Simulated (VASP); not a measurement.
# TbMo (P4/mmm) in VASP: relaxation of cell and atoms with PBE

Aim: the relaxation of cell and atoms of TbMo with PBE.

All numbers are computed with VASP 6.6.1; they aren't measurements. Logs are shortened: lines on timing, memory, paths and dates and some standing lists are left out, and cuts for length are marked.

## 1. The cell of the first run

Symmetry: P4/mmm, No. 123, tetragonal system. The conventional cell has a = 2.954 Å, b = 2.954 Å, c = 4.878 Å, α = 90.00°, β = 90.00°, γ = 90.00°. Within 3.9 Å of Tb (site symmetry 4/mmm) lie 4 Tb at 2.95 Å and 8 Mo at 3.21 Å. Within 3.9 Å of Mo (site symmetry 4/mmm) lie 4 Mo at 2.95 Å and 8 Tb at 3.21 Å.

The cell was built from a structure type or drawn by symmetry, and may not be a known phase.

## 2. Relaxation of cell and atoms, PBE

INCAR

```
SYSTEM = TbMo
PREC = Accurate ; ENCUT = 500
EDIFF = 1E-7 ; ISMEAR = 0
SIGMA = 0.1 ; LREAL = .False.
LASPH = .True. ; NELM = 200
ALGO = Normal ; ISIF = 3
LWAVE = .False. ; LCHARG = .False.
GGA = PE ; IBRION = 2
NSW = 100 ; EDIFFG = -0.01
GGA_COMPAT = .False. ; NELMIN = 4
LMAXMIX = 6
```

KPOINTS

```
Automatic mesh
0
Gamma
  18 18 12
  0 0 0
```

POSCAR

```
TbMo
1.0
    2.9542720038      0.0000000000      0.0000000000
    0.0000000000      2.9542720038      0.0000000000
    0.0000000000      0.0000000000      4.8779117476
Tb Mo
1 1
Direct
    0.0000000000      0.0000000000      0.5000000000
    0.5000000000      0.5000000000      0.0000000000
```

Potentials or basis: VASP PAW PBE potentials, release 64 (Tb_3, Mo_sv), 4f in core.

The run is started by

```bash
cat potpaw_PBE.64/Tb_3/POTCAR potpaw_PBE.64/Mo_sv/POTCAR > POTCAR
mpirun -np 1 vasp_std > vasp.out
```

OUTCAR:

```text
SYSTEM = TbMo
   PREC = Accurate
   ENCUT = 500
   EDIFF = 1E-7
   ISMEAR = 0
   LREAL = .False.
   LASPH = .True.
   NELM = 200
   ISIF = 3
   GGA = PE
   IBRION = 2
   NSW = 100
   EDIFFG = -0.01
   NELMIN = 4

 ion  position               nearest neighbor table
   1  0.000  0.000  0.500-   2 3.21   2 3.21   2 3.21   2 3.21   2 3.21   2 3.21   2 3.21   2 3.21

   2  0.500  0.500  0.000-   1 3.21   1 3.21   1 3.21   1 3.21   1 3.21   1 3.21   1 3.21   1 3.21

  LATTYP: Found a simple tetragonal cell.
 ALAT       =     2.9542720038
 C/A-ratio  =     1.6511383317

  Lattice vectors:

 A1 = (   2.9542720038,   0.0000000000,   0.0000000000)
 A2 = (   0.0000000000,   2.9542720038,   0.0000000000)
 A3 = (   0.0000000000,   0.0000000000,   4.8779117476)

Analysis of symmetry for initial positions (statically):
=====================================================================
 Subroutine PRICEL returns:
 Original cell was already a primitive cell.

 Routine SETGRP: Setting up the symmetry group for a
 simple tetragonal supercell.

 Subroutine GETGRP returns: Found 16 space group operations
 (whereof 16 operations were pure point group operations)
 out of a pool of 16 trial point group operations.

The static configuration has the point symmetry D_4h.

Analysis of symmetry for dynamics (positions and initial velocities):
=====================================================================
 Subroutine PRICEL returns:
 Original cell was already a primitive cell.

 Routine SETGRP: Setting up the symmetry group for a
 simple tetragonal supercell.

 Subroutine GETGRP returns: Found 16 space group operations
 (whereof 16 operations were pure point group operations)
 out of a pool of 16 trial point group operations.

The dynamic configuration has the point symmetry D_4h.

 Subroutine INISYM returns: Found 16 space group operations
 (whereof 16 operations are pure point group operations),
 and found     1 'primitive' translations

----------------------------------------------------------------------------------------

                                     Primitive cell

  volume of cell :      42.5731

  direct lattice vectors                    reciprocal lattice vectors
     2.954272004  0.000000000  0.000000000     0.338492867  0.000000000  0.000000000
     0.000000000  2.954272004  0.000000000     0.000000000  0.338492867  0.000000000
     0.000000000  0.000000000  4.877911748     0.000000000  0.000000000  0.205005759

  length of vectors
     2.954272004  2.954272004  4.877911748     0.338492867  0.338492867  0.205005759

  position of ions in fractional coordinates (direct lattice)
     0.000000000  0.000000000  0.500000000
     0.500000000  0.500000000  0.000000000

  ion indices of the primitive-cell ions
   primitive index   ion index
                 1           1
                 2           2

----------------------------------------------------------------------------------------

 KPOINTS: Automatic mesh

Automatic generation of k-mesh.
 Grid dimensions read from file:
 generate k-points for:   18   18   12

 Generating k-lattice:

  Cartesian coordinates                     Fractional coordinates (reciprocal lattice)
     0.018805159  0.000000000  0.000000000     0.055555556  0.000000000  0.000000000
     0.000000000  0.018805159  0.000000000     0.000000000  0.055555556  0.000000000
     0.000000000  0.000000000  0.017083813     0.000000000  0.000000000  0.083333333

  Length of vectors
     0.018805159  0.018805159  0.017083813

  Shift w.r.t. Gamma in fractional coordinates (k-lattice)
     0.000000000  0.000000000  0.000000000

 Subroutine IBZKPT returns following result:
 ===========================================

 Found    385 irreducible k-points:

 Following reciprocal coordinates:
            Coordinates               Weight
  0.000000  0.000000  0.000000      1.000000
  0.055556  0.000000  0.000000      4.000000
  0.111111  0.000000  0.000000      4.000000
  0.166667  0.000000  0.000000      4.000000
  0.222222  0.000000  0.000000      4.000000
  0.277778  0.000000  0.000000      4.000000
[... 16 lines left out ...]
  0.277778  0.111111  0.000000      8.000000
  0.333333  0.111111  0.000000      8.000000
 [... further k-points ...]
   k-points           NKPTS =    385   k-points in BZ     NKDIM =    385   number of bands    NBANDS=     15
   number of dos      NEDOS =    301   number of ions     NIONS =      2
   total plane-waves  NPLWV =  20736
   dimension x,y,z NGX =    24 NGY =   24 NGZ =   36
   dimension x,y,z NGXF=    48 NGYF=   48 NGZF=   72
   ions per type =               1   1
   NGX,Y,Z   is equivalent  to a cutoff of  13.51, 13.51, 12.27 a.u.
   NGXF,Y,Z  is equivalent  to a cutoff of  27.01, 27.01, 24.54 a.u.
 SYSTEM =  TbMo
   PREC   = accura    normal or accurate (medium, high low for compatibility)
   ISTART =      0    job   : 0-new  1-cont  2-samecut
   ICHARG =      2    charge: 1-file 2-atom 10-const
   ISPIN  =      1    spin polarized calculation?
   LNONCOLLINEAR =      F non collinear calculations
   LSORBIT =      F    spin-orbit coupling
   LASPH  =      T    aspherical Exc in radial PAW
   ENCUT  =  500.0 eV  36.75 Ry    6.06 a.u.   5.39  5.39  8.89*2*pi/ulx,y,z
   NELM   =    200;   NELMIN=  4; NELMDL= -5     # of ELM steps
   EDIFF  = 0.1E-06   stopping-criterion for ELM
   LREAL  =      F    real-space projection
   EDIFFG = -.1E-01   stopping-criterion for IOM
   NSW    =    100    number of steps for IOM
   IBRION =      2    ionic relax: 0-MD 1-quasi-New 2-CG
   NFREE  =      1    steps in history (QN), initial steepest desc. (CG)
   ISIF   =      3    stress and relaxation
   ISYM   =      2    0-nonsym 1-usesym 2-fastsym
   POTIM  = 0.5000    time-step for ionic-motion
   TEBEG  =    0.0;   TEEND  =   0.0 temperature during run
   PSTRESS=    0.0 pullay stress
   NELECT =      23.0000    total number of electrons
   NUPDOWN=      -1.0000    fix difference up-down
   EMIN   =  10.00;   EMAX   =-10.00  energy-range for DOS
   EFERMI =   0.00;   METHOD = LEGACY
   ISMEAR =     0;   SIGMA  =   0.10  broadening in eV -4-tet -1-fermi 0-gaus
   EFERMI_NEDOS =   21; number of points for ismear=-14 and -15
   IALGO  =     38    algorithm
   IMIX   =      4    mixing-type and parameters
     AMIX     =   0.40;   BMIX     =  1.00
     AMIX_MAG =   1.60;   BMIX_MAG =  1.00
  volume/ion in A,a.u.               =      21.29       143.65
  Fermi-wavevector in a.u.,A,eV,Ry     =   1.333335  2.519637 24.188181  1.777781
  Thomas-Fermi vector in A             =   2.462201
   LORBIT       =      0    0 simple, 1 ext, 2 COOP (PROOUT), +10 PAW based schemes
   GGA     = PE    functional components
   LHFCALC =     F    Hartree Fock is set to
   AEXX    =    0.0000 exact exchange contribution
   IVDW    =     0    specifies the selected vdW correction
   LEPSILON=     F    determine dielectric tensor
   LRPA    =     F    only Hartree local field effects (RPA)
 conjugate gradient relaxation of ions
 non-spin polarized calculation
 Gauss-broadening in eV      SIGMA  =   0.10
  energy-cutoff  :      500.00
  volume of cell :       42.57
 maximum number of plane-waves:      1099
 NGX is ok and might be reduce to    24
   NGX = 11   NGY = 11   NGZ = 17

--------------------------------------- Ionic step        1  -------------------------------------------

 number of electron      22.9999999 magnetization

 Free energy of the ion-electron system (eV)
  ---------------------------------------------------
  ext. energy  EPLUGINS =         0.00000000
  ---------------------------------------------------
  free energy    TOTEN  =       -14.18543621 eV

  energy without entropy =      -14.17252530  energy(sigma->0) =      -14.17898076

------------------------ aborting loop because EDIFF is reached ----------------------------------------

  FORCE on cell =-STRESS in cart. coord.  units (eV):
  Direction    XX          YY          ZZ          XY          YZ          ZX
  --------------------------------------------------------------------------------------
  -------------------------------------------------------------------------------------
  Total        0.1071200      0.1071200      0.1062451      0.0000000      0.0000000      0.0000000
  in kB        4.0313114      4.0313114      3.9983842      0.0000000      0.0000000      0.0000000
  external PRESSURE =       4.0203356 kB  Pullay stress =       0.0000000 kB

 VOLUME and BASIS-vectors are now :
 -----------------------------------------------------------------------------
  energy-cutoff  :      500.00
  volume of cell :       42.57
      direct lattice vectors                 reciprocal lattice vectors
     2.954272004  0.000000000  0.000000000     0.338492867  0.000000000  0.000000000
     0.000000000  2.954272004  0.000000000     0.000000000  0.338492867  0.000000000
     0.000000000  0.000000000  4.877911748     0.000000000  0.000000000  0.205005759
[... 37 lines left out ...]
 POSITION                                       TOTAL-FORCE (eV/Angst)
 -----------------------------------------------------------------------------------
      0.00000      0.00000      2.44521         0.000000      0.000000      0.000000
      1.48095      1.48095      0.00000        -0.000000      0.000000      0.000000
 -----------------------------------------------------------------------------------
    total drift:                                0.000000     -0.000000     -0.000000

  FREE ENERGIE OF THE ION-ELECTRON SYSTEM (eV)
  ---------------------------------------------------
  free  energy   TOTEN  =       -14.1854571068 eV

  energy  without entropy=      -14.1724591636  energy(sigma->0) =      -14.17895814

--------------------------------------- Ionic step        3  -------------------------------------------

 number of electron      22.9999999 magnetization

 Free energy of the ion-electron system (eV)
  ---------------------------------------------------
  ext. energy  EPLUGINS =         0.00000000
  ---------------------------------------------------
  free energy    TOTEN  =       -14.18564779 eV

  energy without entropy =      -14.17269274  energy(sigma->0) =      -14.17917027

 E-fermi :   6.9175     XC(G=0): -11.6576

 val. band max:        6.9170407974   @ k =   0.4444   0.2222   0.4167
 cond. band min:       6.9194651788   @ k =   0.2222   0.1111   0.4167
 fundamental gap:      0.0024243815
 Fermi energy:         6.9175031015

 k-point     1 :       0.0000    0.0000    0.0000
  band No.  band energies     occupation
      1     -53.8038      2.00000
      2     -27.8426      2.00000
      3     -27.6503      2.00000
      4     -27.6503      2.00000
      5     -15.1514      2.00000
      6     -14.4302      2.00000
      7     -14.4302      2.00000
      8       1.2162      2.00000
      9       3.4974      2.00000
     10       4.2087      2.00000
     11       6.8359      1.75170
     12       7.5936      0.00000
     13       7.5936      0.00000
     14       8.6084      0.00000
     15       9.2801      0.00000
[... 397 lines left out ...]
 k-point    24 :       0.3333    0.1111    0.0000
  band No.  band energies     occupation
      1     -53.7665      2.00000
      2     -27.9844      2.00000
      3     -27.7933      2.00000
      4     -27.6734      2.00000
      5     -15.8785      2.00000
      6     -14.9555      2.00000
      7     -14.5298      2.00000
      8       3.7609      2.00000
      9       5.1443      2.00000
     10       5.6507      2.00000
     11       5.9478      2.00000
     12       6.2864      2.00000
     13       7.5657      0.00000
     14       8.3700      0.00000
     15       8.5322      0.00000

 [... further k-points ...]
[... 5 lines left out ...]
  --------------------------------------------------------------------------------------
  -------------------------------------------------------------------------------------
  Total        0.0078138      0.0078138     -0.0157367      0.0000000      0.0000000     -0.0000000
  in kB        0.2928976      0.2928976     -0.5898830      0.0000000      0.0000000     -0.0000000
  external PRESSURE =      -0.0013626 kB  Pullay stress =       0.0000000 kB

 VOLUME and BASIS-vectors are now :
 -----------------------------------------------------------------------------
  energy-cutoff  :      500.00
  volume of cell :       42.74
      direct lattice vectors                 reciprocal lattice vectors
     2.958192623  0.000000000  0.000000000     0.338044248 -0.000000000 -0.000000000
     0.000000000  2.958192623 -0.000000000     0.000000000  0.338044248  0.000000000
     0.000000000  0.000000000  4.884332358    -0.000000000  0.000000000  0.204736272

 POSITION                                       TOTAL-FORCE (eV/Angst)
 -----------------------------------------------------------------------------------
      0.00000      0.00000      2.44217         0.000000      0.000000      0.000000
      1.47910      1.47910      0.00000        -0.000000      0.000000      0.000000
 -----------------------------------------------------------------------------------
    total drift:                                0.000000     -0.000000     -0.000000

  FREE ENERGIE OF THE ION-ELECTRON SYSTEM (eV)
  ---------------------------------------------------
  free  energy   TOTEN  =       -14.1856477942 eV

  energy  without entropy=      -14.1726927440  energy(sigma->0) =      -14.17917027

 reached required accuracy - stopping structural energy minimisation
```

Run time: 3.5 min. Hardware: 1 thread of AMD EPYC 9R45 (Zen 5), shared host; peak memory 0.35 GiB.

What came out:

```yaml
Free_energy: -14.1856 eV
Relaxed_volume: 21.37 Å³/atom
Relaxed_cell: a = 2.958 Å, b = 2.958 Å, c = 4.884 Å, α = 90.00°, β = 90.00°, γ = 90.00°
Space_group_after_relaxing_to_0.1_Å: P4/mmm (No. 123)
Energy_gained_by_relaxing: 0.1 meV/atom
Ionic_steps: 3
Pressure_after_relaxing: 0.0 GPa
Band_gap_on_the_k_mesh: zero (an odd number of electrons rules out a gap without spin polarisation)
```

The path:
```csv
step,energy change (eV),largest force (eV/Å),pressure (GPa),volume (Å³)
1,0.0000,0.0000,0.40,42.57
2,0.0000,0.0000,-0.38,42.90
3,-0.0002,0.0000,0.00,42.74
```

Final structure:
```
Tb Mo
1.0
     2.95819    0.00000    0.00000
     0.00000    2.95819    0.00000
     0.00000    0.00000    4.88433
Tb Mo
1 1
Direct
  0.00000 0.00000 0.50000
  0.50000 0.50000 0.00000
```

Levels at points of the mesh, in eV from the Fermi level:
| k point | band 8 | band 9 | band 10 | band 11 | band 12 | band 13 | band 14 | band 15 |
| --- | --- | --- | --- | --- | --- | --- | --- | --- |
| (0.00, 0.00, 0.00) | -5.70 | -3.42 | -2.71 | -0.08 | 0.68 | 0.68 | 1.69 | 2.36 |
| (0.50, 0.00, 0.00) | -2.20 | -1.58 | -1.40 | -0.89 | -0.79 | 0.45 | 0.60 | 1.46 |
| (0.50, 0.50, 0.00) | -3.64 | -3.43 | -2.69 | -2.69 | 3.08 | 3.72 | 4.50 | 4.50 |
| (0.00, 0.00, 0.50) | -3.86 | -3.53 | -2.34 | -0.73 | -0.66 | 1.13 | 1.18 | 1.18 |
| (0.50, 0.00, 0.50) | -3.51 | -3.15 | -1.21 | 0.37 | 0.66 | 0.96 | 1.36 | 2.52 |
| (0.50, 0.50, 0.50) | -2.73 | -2.59 | -1.16 | -1.16 | 0.04 | 0.04 | 0.36 | 3.72 |

Caveat: spin-orbit coupling is left out, which moves the levels of the heavy elements; the 4f electrons are frozen in the core, so they carry no moment and show no levels. Spin polarisation is off, so any magnetic state and its effect on volume and gap are missing.
